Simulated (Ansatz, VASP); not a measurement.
**Ti in VASP and in Ansatz**

```
CELL_PARAMETERS angstrom
0.00000 1.92850 1.97925
1.92850 0.00000 1.97925
1.92850 1.92850 0.00000
ATOMIC_POSITIONS crystal
Ti 0.00000 0.00000 0.00000
```

Change from the starting cell: strain -0.050 along x and y, -0.025 along z, atoms carried along.

Alike in both runs: task single point; functional PBEsol; k mesh 20 × 20 × 20; occupations gaussian, width 0.15 eV; no spin polarisation.

```csv
,VASP,Ansatz
version,VASP 6.6.1,Ansatz 0.2.0
potentials or method,"VASP PAW PBE potentials, release 64 (Ti_sv), cutoff 520 eV","scalar-relativistic, plane waves, PAW"
valence electrons in the cell,12,12
```

|  | VASP | Ansatz | Ansatz less VASP |
| --- | --- | --- | --- |
| gap on the k mesh at the Fermi level (eV) | none | none | - |
| pressure (GPa) | 17.1 | 17.7 | +0.52 |
| traceless stress, the component that is largest in VASP (GPa) | -0.64 | -0.63 | +0.015 |

VASP's potentials were made for PBE, not for PBEsol. A gap of «none» marks a metal or a gap that the smearing closes. The functional is the same, so the differences come from potentials, cutoffs and numerics.
